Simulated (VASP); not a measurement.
# GaN (zincblende type) (F-43m) in VASP: a series of runs

GaN (zincblende type) is run at these levels: LDA; tasks: single point, relaxation of cell and atoms.

Program: VASP 6.6.1. These are calculated values, not measurements. Logs are shortened: lines on timing, memory, paths and dates and some standing lists are left out, and cuts for length are marked.

**1. The cell of the first run**

The structure is cubic, space group F-43m (No. 216). The conventional cell has a = 4.455 Å, b = 4.455 Å, c = 4.455 Å, α = 90.00°, β = 90.00°, γ = 90.00°. Ga (site symmetry -43m) has 4 N at 1.93 Å within 2.6 Å. N (site symmetry -43m) has 4 Ga at 1.93 Å within 2.6 Å.

**2. Single point, LDA**

File INCAR:

```
SYSTEM = GaN
ALGO = Normal ; EDIFF = 1E-6
ENCUT = 520 ; ISIF = 2
ISMEAR = -1 ; LASPH = .TRUE.
LCHARG = .FALSE. ; LREAL = .FALSE.
LWAVE = .FALSE. ; NBANDS = 16
NELM = 60 ; PREC = Accurate
SIGMA = 0.05
```

File KPOINTS:

```
k-points
0
G
  17 17 17
  0 0 0
```

File POSCAR:

```
GaN
1.0
    0.0000000000      2.2275739829      2.2275739829
    2.2275739829      0.0000000000      2.2275739829
    2.2275739829      2.2275739829      0.0000000000
Ga N
1 1
Direct
    0.0000000000      0.0000000000      0.0000000000
    0.2500000000      0.2500000000      0.2500000000
```

Potentials or basis: VASP PAW LDA potentials, release 64 (Ga_d, N).

Command:

```bash
$ cat potpaw_LDA.64/Ga_d/POTCAR potpaw_LDA.64/N/POTCAR > POTCAR
$ mpirun -np 1 vasp_std > vasp.out
```

OUTCAR:

```text
SYSTEM = GaN
   EDIFF = 1E-6
   ENCUT = 520
   ISIF = 2
   ISMEAR = -1
   LASPH = .TRUE.
   LREAL = .FALSE.
   NELM = 60
   PREC = Accurate

 ion  position               nearest neighbor table
   1  0.000  0.000  0.000-   2 1.93   2 1.93   2 1.93   2 1.93
   2  0.250  0.250  0.250-   1 1.93   1 1.93   1 1.93   1 1.93

  LATTYP: Found a face centered cubic cell.
 ALAT       =     4.4551479658

  Lattice vectors:

 A1 = (   0.0000000000,   2.2275739829,   2.2275739829)
 A2 = (   2.2275739829,   0.0000000000,   2.2275739829)
 A3 = (   2.2275739829,   2.2275739829,   0.0000000000)

Analysis of symmetry for initial positions (statically):
=====================================================================
 Subroutine PRICEL returns:
 Original cell was already a primitive cell.

 Routine SETGRP: Setting up the symmetry group for a
 face centered cubic supercell.

 Subroutine GETGRP returns: Found 24 space group operations
 (whereof 24 operations were pure point group operations)
 out of a pool of 48 trial point group operations.

The static configuration has the point symmetry T_d .

Analysis of symmetry for dynamics (positions and initial velocities):
=====================================================================
 Subroutine PRICEL returns:
 Original cell was already a primitive cell.

 Routine SETGRP: Setting up the symmetry group for a
 face centered cubic supercell.

 Subroutine GETGRP returns: Found 24 space group operations
 (whereof 24 operations were pure point group operations)
 out of a pool of 48 trial point group operations.

The dynamic configuration has the point symmetry T_d .

 Subroutine INISYM returns: Found 24 space group operations
 (whereof 24 operations are pure point group operations),
 and found     1 'primitive' translations

----------------------------------------------------------------------------------------

                                     Primitive cell

  volume of cell :      22.1068

  direct lattice vectors                    reciprocal lattice vectors
     0.000000000  2.227573983  2.227573983    -0.224459436  0.224459436  0.224459436
     2.227573983  0.000000000  2.227573983     0.224459436 -0.224459436  0.224459436
     2.227573983  2.227573983  0.000000000     0.224459436  0.224459436 -0.224459436

  length of vectors
     3.150265338  3.150265338  3.150265338     0.388775148  0.388775148  0.388775148

  position of ions in fractional coordinates (direct lattice)
     0.000000000  0.000000000  0.000000000
     0.250000000  0.250000000  0.250000000

[... 70 lines left out ...]
   ISPIN  =      1    spin polarized calculation?
   LNONCOLLINEAR =      F non collinear calculations
   LSORBIT =      F    spin-orbit coupling
   LASPH  =      T    aspherical Exc in radial PAW
   ENCUT  =  520.0 eV  38.22 Ry    6.18 a.u.   5.86  5.86  5.86*2*pi/ulx,y,z
   NELM   =     60;   NELMIN=  2; NELMDL= -5     # of ELM steps
   EDIFF  = 0.1E-05   stopping-criterion for ELM
   LREAL  =      F    real-space projection
   EDIFFG = 0.1E-04   stopping-criterion for IOM
   NSW    =      0    number of steps for IOM
   IBRION =     -1    ionic relax: 0-MD 1-quasi-New 2-CG
   NFREE  =      0    steps in history (QN), initial steepest desc. (CG)
   ISIF   =      2    stress and relaxation
   ISYM   =      2    0-nonsym 1-usesym 2-fastsym
   POTIM  = 0.5000    time-step for ionic-motion
   TEBEG  =    0.0;   TEEND  =   0.0 temperature during run
   PSTRESS=    0.0 pullay stress
   NELECT =      18.0000    total number of electrons
   NUPDOWN=      -1.0000    fix difference up-down
   EMIN   =  10.00;   EMAX   =-10.00  energy-range for DOS
   EFERMI =   0.00;   METHOD = LEGACY
   ISMEAR =    -1;   SIGMA  =   0.05  broadening in eV -4-tet -1-fermi 0-gaus
   EFERMI_NEDOS =   21; number of points for ismear=-14 and -15
   IALGO  =     38    algorithm
   IMIX   =      4    mixing-type and parameters
     AMIX     =   0.40;   BMIX     =  1.00
     AMIX_MAG =   1.60;   BMIX_MAG =  1.00
  volume/ion in A,a.u.               =      11.05        74.59
  Fermi-wavevector in a.u.,A,eV,Ry     =   1.528704  2.888833 31.795962  2.336937
  Thomas-Fermi vector in A             =   2.636426
   LORBIT       =      0    0 simple, 1 ext, 2 COOP (PROOUT), +10 PAW based schemes
   GGA     = CA    functional components
   LHFCALC =     F    Hartree Fock is set to
   AEXX    =    0.0000 exact exchange contribution
   IVDW    =     0    specifies the selected vdW correction
   LEPSILON=     F    determine dielectric tensor
   LRPA    =     F    only Hartree local field effects (RPA)
 non-spin polarized calculation
  energy-cutoff  :      520.00
  volume of cell :       22.11
 maximum number of plane-waves:       609
   NGX = 11   NGY = 11   NGZ = 11

 number of electron      18.0000015 magnetization

 Free energy of the ion-electron system (eV)
  ---------------------------------------------------
  ext. energy  EPLUGINS =         0.00000000
  ---------------------------------------------------
  free energy    TOTEN  =       -13.94382305 eV

  energy without entropy =      -13.94382305  energy(sigma->0) =      -13.94382305

 E-fermi :   6.4778     XC(G=0): -12.3047

 val. band max:        5.4211158190   @ k =   0.0000   0.0000   0.0000
 cond. band min:       7.3943319478   @ k =   0.0000   0.0000   0.0000
 fundamental gap:      1.9732161289
 Fermi energy:         6.4777529061

 k-point     1 :       0.0000    0.0000    0.0000
  band No.  band energies     occupation
      1     -10.6881      2.00000
      2      -8.1694      2.00000
      3      -8.1694      2.00000
      4      -8.1694      2.00000
      5      -7.8149      2.00000
      6      -7.8149      2.00000
[... 433 lines left out ...]
      3      -8.1333      2.00000
      4      -8.0788      2.00000
      5      -7.8249      2.00000
      6      -7.8086      2.00000
[... 8 lines left out ...]
     15      22.1558      0.00000
     16      24.0872      0.00000

 [... further k-points ...]
[... 5 lines left out ...]
  --------------------------------------------------------------------------------------
  -------------------------------------------------------------------------------------
  Total        0.1598744      0.1598744      0.1598744     -0.0000000      0.0000000      0.0000000
  in kB       11.5867878     11.5867878     11.5867878     -0.0000000      0.0000000      0.0000000
  external PRESSURE =      11.5867878 kB  Pullay stress =       0.0000000 kB

 VOLUME and BASIS-vectors are now :
 -----------------------------------------------------------------------------
  energy-cutoff  :      520.00
  volume of cell :       22.11
      direct lattice vectors                 reciprocal lattice vectors
     0.000000000  2.227573983  2.227573983    -0.224459436  0.224459436  0.224459436
     2.227573983  0.000000000  2.227573983     0.224459436 -0.224459436  0.224459436
     2.227573983  2.227573983  0.000000000     0.224459436  0.224459436 -0.224459436

 POSITION                                       TOTAL-FORCE (eV/Angst)
 -----------------------------------------------------------------------------------
      0.00000      0.00000      0.00000         0.000000      0.000000     -0.000000
      1.11379      1.11379      1.11379        -0.000000     -0.000000      0.000000
 -----------------------------------------------------------------------------------
    total drift:                                0.000002      0.000002      0.000002

  FREE ENERGIE OF THE ION-ELECTRON SYSTEM (eV)
  ---------------------------------------------------
  free  energy   TOTEN  =       -13.9438230487 eV

  energy  without entropy=      -13.9438230487  energy(sigma->0) =      -13.94382305
```

OSZICAR:

```text
N       E                     dE             d eps       ncg     rms          rms(c)
DAV:   1     0.805879558429E+02    0.80588E+02   -0.93231E+03  5912   0.202E+03
DAV:   2    -0.105616429785E+02   -0.91150E+02   -0.85236E+02  6064   0.329E+02
DAV:   3    -0.159704989206E+02   -0.54089E+01   -0.53909E+01  6184   0.677E+01
DAV:   4    -0.160225927317E+02   -0.52094E-01   -0.52089E-01  6576   0.702E+00
DAV:   5    -0.160232673001E+02   -0.67457E-03   -0.67456E-03  6392   0.752E-01    0.762E+00
DAV:   6    -0.140006443834E+02    0.20226E+01   -0.49258E+00  7944   0.413E+01    0.268E+00
DAV:   7    -0.139719997443E+02    0.28645E-01   -0.25366E-01  5904   0.597E+00    0.169E+00
DAV:   8    -0.139469622858E+02    0.25037E-01   -0.66839E-02  6376   0.272E+00    0.693E-01
DAV:   9    -0.139438269061E+02    0.31354E-02   -0.11087E-02  7088   0.225E+00    0.196E-01
DAV:  10    -0.139439031213E+02   -0.76215E-04   -0.14687E-03  6592   0.519E-01    0.860E-02
DAV:  11    -0.139438210194E+02    0.82102E-04   -0.22966E-04  8080   0.260E-01    0.105E-02
DAV:  12    -0.139438231219E+02   -0.21025E-05   -0.18856E-05  5840   0.394E-02    0.349E-03
DAV:  13    -0.139438230487E+02    0.73165E-07   -0.34794E-07  4024   0.143E-02
   1 F= -.13943823E+02 E0= -.13943823E+02  d E =-.107470E-10
```

Run time: 25 s. Hardware: 1 thread of Intel Xeon Platinum 8488C (Sapphire Rapids), shared host; peak memory 0.17 GiB.

Results:

```yaml
Free_energy: -13.9438 eV
Pressure: 1.2 GPa
Band_gap_on_the_k_mesh: 1.97 eV, direct
```

A k mesh can miss the band edges. A hybrid or GW would open this gap; LDA tends to underestimate it.

[end of part 1 of 2]
